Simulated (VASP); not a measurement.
## Sr2Ir: single point with LDA

The system is Sr2Ir.

```
CELL_PARAMETERS angstrom
0.00000 3.64799 3.64799
3.64799 0.00000 3.64799
3.64799 3.64799 0.00000
ATOMIC_POSITIONS crystal
Sr 0.75000 0.75000 0.75000
Sr 0.25000 0.25000 0.25000
Ir 0.00000 0.00000 0.00000
```

| Property | Result |
| --- | --- |
| Program | VASP 6.6.1 |
| Task | single point |
| Functional | LDA |
| Potentials or basis | VASP PAW LDA potentials, release 64 (Sr_sv, Ir) |
| Cutoff | 520 eV |
| k mesh | 7 × 7 × 7 |
| Occupations | methfessel-paxton, width 0.15 eV |
| Spin | no spin polarisation |
| Dipole correction | no |
| Further INCAR settings | ALGO = Normal; EDIFF = 1e-07; NBANDS = 22 |

```json
{"Pressure": "-4.1 GPa"}
```

Levels at points of the mesh, in eV from the Fermi level:
```csv
k point,band 12,band 13,band 14,band 15,band 16,band 17,band 18,band 19
"(0.00, 0.00, 0.00)",-0.96,-0.96,-0.96,0.71,0.71,0.71,3.14,3.14
```

Run time: 22 s on 1 thread of Intel(R) Xeon(R) 6975P-C (Granite Rapids) (shared host), peak memory 0.21 GiB.

Caveat: spin-orbit coupling is left out, which moves the levels of the heavy elements.
